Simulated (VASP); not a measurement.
Set up this calculation in VASP 6.6.1, as the native input.

```yaml
Task: single point
Functional: PBE
Potentials_or_basis: VASP PAW PBE potentials, release 64 (Cs_sv, Se)
Cutoff: 520 eV
k_mesh: 4 × 4 × 4
Occupations: gaussian, width 0.1 eV
Spin: no spin polarisation
Dipole_correction: no
Further_INCAR_settings: ALGO = Normal; EDIFF = 1e-07; NBANDS = 14
```

The structure of CsSe lies in POSCAR:

```
CsSe
1.0
    0.0000000000      3.6357785810      3.6357785810
    3.6357785810      0.0000000000      3.6357785810
    3.6357785810      3.6357785810      0.0000000000
Cs Se
1 1
Direct
    0.0000000000      0.0000000000      0.0000000000
    0.5000000000      0.5000000000      0.5000000000
```

One way to write it, as run:

INCAR

```
SYSTEM = CsSe
PREC = Accurate
ENCUT = 520
EDIFF = 1E-7
ISMEAR = 0
SIGMA = 0.1
LREAL = .FALSE.
LASPH = .TRUE.
NELM = 100
ALGO = Normal
ISIF = 2
LWAVE = .FALSE.
LCHARG = .FALSE.
GGA = PE
NBANDS = 14
```

KPOINTS

```
regular mesh
0
G
  4 4 4
  0 0 0
```

Potentials or basis: VASP PAW PBE potentials, release 64 (Cs_sv, Se).

Launch:

```console
$ cat potpaw_PBE.64/Cs_sv/POTCAR potpaw_PBE.64/Se/POTCAR > POTCAR
$ mpirun -np 1 vasp_std > vasp.out
```

Results of the run:

The pressure is 0.2 GPa and the band gap on the k mesh is zero (an odd number of electrons rules out a gap without spin polarisation).

Caveat: the k points lie up to 0.37 Å⁻¹ apart, too coarse for converged energies and pressures of a metal; spin-orbit coupling is left out, which moves the levels of the heavy elements; an odd number of electrons without spin polarisation forces a metal; a magnetic or distorted state may lie lower.

Run time: 33 s on 1 thread of Oxide Virtual Turin-like Processor (shared host), peak memory 0.2 GiB.
